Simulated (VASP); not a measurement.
Input of a VASP 6.6.1 run:

File INCAR:

```
SYSTEM = TiSi2
PREC = Accurate
ENCUT = 520
EDIFF = 1E-7
ISMEAR = -1
SIGMA = 0.05
LREAL = .FALSE.
LASPH = .TRUE.
NELM = 60
ALGO = Normal
ISIF = 2
LWAVE = .FALSE.
LCHARG = .FALSE.
GGA = PE
NBANDS = 29
```

Contents of KPOINTS:

```
Automatic mesh
0
G
  6 6 6
  0 0 0
```

File POSCAR:

```
TiSi2
1.0
    0.0000000000      4.1175163063      4.0923819220
    2.3895119538      0.0000000000      4.0923819220
    2.3895119538      4.1175163063      0.0000000000
Ti Si
2 4
Direct
    0.7500000000      0.7500000000      0.7500000000
    0.5000000000      0.5000000000      0.5000000000
    0.4125656100      0.0874343900      0.4125656100
    0.0874343900      0.4125656100      0.0874343900
    0.1625656100      0.8374343900      0.1625656100
    0.8374343900      0.1625656100      0.8374343900
```

Potentials or basis: VASP PAW PBE potentials, release 64 (Ti_sv, Si).

Launch:

```sh
$ cat potpaw_PBE.64/Ti_sv/POTCAR potpaw_PBE.64/Si/POTCAR > POTCAR
$ mpirun -np 1 vasp_std > vasp.out
```

(1) Estimate the band gap on the k mesh.

(2) What does it give for the pressure?

(3) What does it give for the largest force?

Results:

(1) zero (band 20 reaches 11.25 eV, above the bottom of band 21 at 9.52 eV).

(2) 10.4 GPa.

(3) 0.136 eV/Å.
